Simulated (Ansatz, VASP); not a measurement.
**Two plane-wave programs on Tl**

Contents of INCAR:

```
PREC     = Accurate       # precision mode
ENCUT    = 520            # plane-wave cutoff, eV
EDIFF    = 1E-6           # SCF threshold, eV
ISMEAR   = 0              # smearing method
SIGMA    = 0.15           # smearing width, eV
LREAL    = F              # projectors in reciprocal space
LASPH    = T              # aspherical terms in the spheres
NELM     = 80             # most SCF steps
ALGO     = Fast           # electronic algorithm
ISIF     = 2              # what is computed and relaxed
LWAVE    = F              # write WAVECAR
LCHARG   = F              # write CHGCAR
GGA      = PE             # functional
NBANDS   = 20             # bands
```

Contents of KPOINTS:

```
Automatic mesh
0
Gamma
  18 18 10
```

POSCAR

```
Tl
1.0
    3.1795184880      0.0000000000      0.0000000000
   -1.5897592440      2.7535437824      0.0000000000
    0.0000000000      0.0000000000      5.5250000000
Tl
2
Direct
    0.3333333333      0.6666666667      0.2500000000
    0.6666666667      0.3333333333      0.7500000000
```

Input for Ansatz:

```yaml
crystal:
  lattice:
    - [3.179518488, 0.0, 0.0]
    - [-1.589759244, 2.7535437824, 0.0]
    - [0.0, 0.0, 5.525]
  atoms:
    - { symbol: Tl, position: [0.3333333333, 0.6666666667, 0.25] }
    - { symbol: Tl, position: [0.6666666667, 0.3333333333, 0.75] }
basis:
  ecutwfc: 420
kpoints:
  mp_grid: { grid: [18, 18, 10] }
hamiltonian:
  xc: pbe
scf:
  occupations: { method: gaussian, width: 0.15 }
output:
  forces: true
  stress: true
  eigenvalues: true
```

Change from the starting cell: strain -0.080 along x and y, +0.000 along z, atoms carried along.

Alike in both runs: task single point; functional PBE; k mesh 18 × 18 × 10; occupations gaussian, width 0.15 eV; no spin polarisation.

```csv
,VASP,Ansatz
version,VASP 6.6.1,Ansatz 0.2.0
potentials or method,"VASP PAW PBE potentials, release 64 (Tl_d), cutoff 520 eV","scalar-relativistic, plane waves, PAW"
valence electrons in the cell,26,26
```

|  | VASP | Ansatz | Ansatz less VASP |
| --- | --- | --- | --- |
| gap on the k mesh at the Fermi level (eV) | none | none | - |
| pressure (GPa) | 14.1 | 14.2 | +0.08 |
| traceless stress, the component that is largest in VASP (GPa) | -2.70 | -2.70 | +0.002 |

A gap of «none» marks a metal or a gap that the smearing closes.

Neither program's run includes spin-orbit coupling.
